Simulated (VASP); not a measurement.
# LiCl (Fm-3m) in VASP: further runs, part 2 of 2

VASP 6.6.1. The steps go on from the part before.

### 4 Relaxation of cell and atoms, PBE

Contents of INCAR:

```
SYSTEM = LiCl
  PREC = Accurate
  ENCUT = 750
  EDIFF = 1E-7
  ISMEAR = 0
  SIGMA = 0.01
  LREAL = .FALSE.
  LASPH = .TRUE.
  NELM = 120
  ALGO = Normal
  ISIF = 3
  LWAVE = .FALSE.
  LCHARG = .FALSE.
  GGA = PE
  IBRION = 2
  NSW = 80
  EDIFFG = -0.001
  GGA_COMPAT = .FALSE.
  NELMIN = 4
```

Contents of KPOINTS:

```
Automatic mesh
0
G
  8 8 8
  0 0 0
```

Contents of POSCAR:

```
LiCl
1.0
    0.0000000000      2.5754113221      2.5754113221
    2.5754113221      0.0000000000      2.5754113221
    2.5754113221      2.5754113221      0.0000000000
Li Cl
1 1
Direct
    0.5000000000      0.5000000000      0.5000000000
    0.0000000000      0.0000000000      0.0000000000
```

Potentials or basis: VASP PAW PBE potentials, release 64 (Li_sv, Cl).

On the command line:

```bash
cat potpaw_PBE.64/Li_sv/POTCAR potpaw_PBE.64/Cl/POTCAR > POTCAR
mpirun -np 1 vasp_std > vasp.out
```

OUTCAR:

```text
SYSTEM = LiCl
   PREC = Accurate
   ENCUT = 750
   EDIFF = 1E-7
   ISMEAR = 0
   LREAL = .FALSE.
   LASPH = .TRUE.
   NELM = 120
   ISIF = 3
   GGA = PE
   IBRION = 2
   NSW = 80
   EDIFFG = -0.001
   NELMIN = 4

 ion  position               nearest neighbor table
   1  0.500  0.500  0.500-   2 2.58   2 2.58   2 2.58   2 2.58   2 2.58   2 2.58
   2  0.000  0.000  0.000-   1 2.58   1 2.58   1 2.58   1 2.58   1 2.58   1 2.58

  LATTYP: Found a face centered cubic cell.
 ALAT       =     5.1508226442

  Lattice vectors:

 A1 = (   0.0000000000,   2.5754113221,   2.5754113221)
 A2 = (   2.5754113221,   0.0000000000,   2.5754113221)
 A3 = (   2.5754113221,   2.5754113221,   0.0000000000)

Analysis of symmetry for initial positions (statically):
=====================================================================
[... 336 lines left out ...]
  band No.  band energies     occupation
      1     -43.0200      2.00000
      2     -12.8550      2.00000
      3       0.5101      2.00000
      4       0.5101      2.00000
      5       0.5101      2.00000
      6       6.7911      0.00000
      7      12.4410      0.00000
      8      12.4410      0.00000
      9      12.4410      0.00000
[... 265 lines left out ...]
 k-point    24 :      -0.3750    0.2500    0.1250
  band No.  band energies     occupation
      1     -43.0170      2.00000
      2     -12.1856      2.00000
      3      -1.9972      2.00000
      4      -0.7718      2.00000
      5      -0.0585      2.00000
      6       8.7053      0.00000
      7       9.8167      0.00000
      8      11.0379      0.00000
      9      12.2030      0.00000

 [... further k-points ...]

------------------------ aborting loop because EDIFF is reached ----------------------------------------

  FORCE on cell =-STRESS in cart. coord.  units (eV):
  Direction    XX          YY          ZZ          XY          YZ          ZX
  --------------------------------------------------------------------------------------
  -------------------------------------------------------------------------------------
  Total       -0.0001113     -0.0001113     -0.0001113      0.0000000     -0.0000000     -0.0000000
  in kB       -0.0052361     -0.0052361     -0.0052361      0.0000000     -0.0000000     -0.0000000
  external PRESSURE =      -0.0052361 kB  Pullay stress =       0.0000000 kB
[... 17 lines left out ...]
  FREE ENERGIE OF THE ION-ELECTRON SYSTEM (eV)
  ---------------------------------------------------
  free  energy   TOTEN  =        -7.3837997705 eV

  energy  without entropy=       -7.3837997705  energy(sigma->0) =       -7.38379977

 reached required accuracy - stopping structural energy minimisation
```

OSZICAR:

```text
N       E                     dE             d eps       ncg     rms          rms(c)
DAV:   1     0.445823604062E+02    0.44582E+02   -0.58181E+03   522   0.136E+03
DAV:   2    -0.445273661887E+01   -0.49035E+02   -0.47951E+02   745   0.196E+02
DAV:   3    -0.727818048810E+01   -0.28254E+01   -0.28204E+01   674   0.484E+01
[... 36 lines left out ...]
DAV:   2    -0.738380297843E+01    0.13482E-04   -0.39590E-05   657   0.448E-02    0.948E-03
DAV:   3    -0.738380082468E+01    0.21537E-05   -0.74504E-06   541   0.176E-02    0.590E-03
DAV:   4    -0.738379991705E+01    0.90763E-06   -0.18642E-07   570   0.389E-03    0.104E-03
DAV:   5    -0.738379974197E+01    0.17508E-06   -0.31534E-08   292   0.155E-03    0.314E-04
DAV:   6    -0.738379977046E+01   -0.28489E-07   -0.44751E-09   261   0.757E-04
   5 F= -.73837998E+01 E0= -.73837998E+01  d E =-.356407E-04
```

Wall time 85 s (1 thread of Intel Xeon 8259CL, shared host); peak memory 0.21 GiB.

Results:

```
Free energy                           : -7.3838 eV
Relaxed volume                        : 17.03 Å³/atom
Relaxed cell                          : a = 3.638 Å, b = 3.638 Å, c = 3.638 Å, α = 60.00°, β = 60.00°, γ = 60.00°
Space group after relaxing (to 0.1 Å) : Fm-3m (No. 225)
Energy gained by relaxing             : 0.0 meV/atom
Ionic steps                           : 5
Pressure after relaxing               : 0.0 GPa
Band gap on the k mesh                : 6.28 eV
```

Final structure:
```cif
data_structure
_symmetry_space_group_name_H-M 'P 1'
_symmetry_Int_Tables_number 1
_cell_length_a 3.6383
_cell_length_b 3.6383
_cell_length_c 3.6383
_cell_angle_alpha 60.000
_cell_angle_beta 60.000
_cell_angle_gamma 60.000
_cell_volume 34.05
loop_
_atom_site_label
_atom_site_type_symbol
_atom_site_fract_x
_atom_site_fract_y
_atom_site_fract_z
_atom_site_occupancy
Li1 Li 0.50000 0.50000 0.50000 1
Cl1 Cl 0.00000 0.00000 0.00000 1
```

Levels at points of the mesh, in eV from the valence-band top:
```
           k point  band 1  band 2  band 3  band 4  band 5  band 6  band 7  band 8  band 9
(0.00, 0.00, 0.00)  -43.53  -13.37    0.00    0.00    0.00    6.28   11.93   11.93   11.93
(0.50, 0.00, 0.00)  -43.53  -12.81   -2.78   -0.25   -0.25    6.75    9.50    9.50   12.87
(0.50, 0.50, 0.00)  -43.53  -12.57   -2.85   -1.08   -1.08    7.85    8.31   12.36   14.05
```

### 5 The runs side by side

| task | level | cell | cutoff (eV) | smearing | gap on the mesh (eV) | pressure (GPa) |
| --- | --- | --- | --- | --- | --- | --- |
| single point | PBE | a = 3.642 Å, angles 60.0°, 2 atoms | 750 | gaussian 0.01 eV | 6.26 | -0.1 |
| single point | r2SCAN+D3(BJ) | a = 3.605 Å, angles 60.0°, 2 atoms | 830 | gaussian 0.02 eV | 7.41 | -1.3 |
| relaxation of cell and atoms | PBE | relaxed from a = 3.642 Å, angles 60.0°, 2 atoms | 750 | gaussian 0.01 eV | 6.28 | 0.0 |

Alike in all rows: potentials or basis VASP PAW PBE potentials, release 64 (Li_sv, Cl); no spin polarisation; k mesh 8 × 8 × 8.

Caveats: the PAW data sets were made with another functional, which shifts forces and pressure a little (at least some runs).

Absolute energies hang on the potentials; compare differences alone.
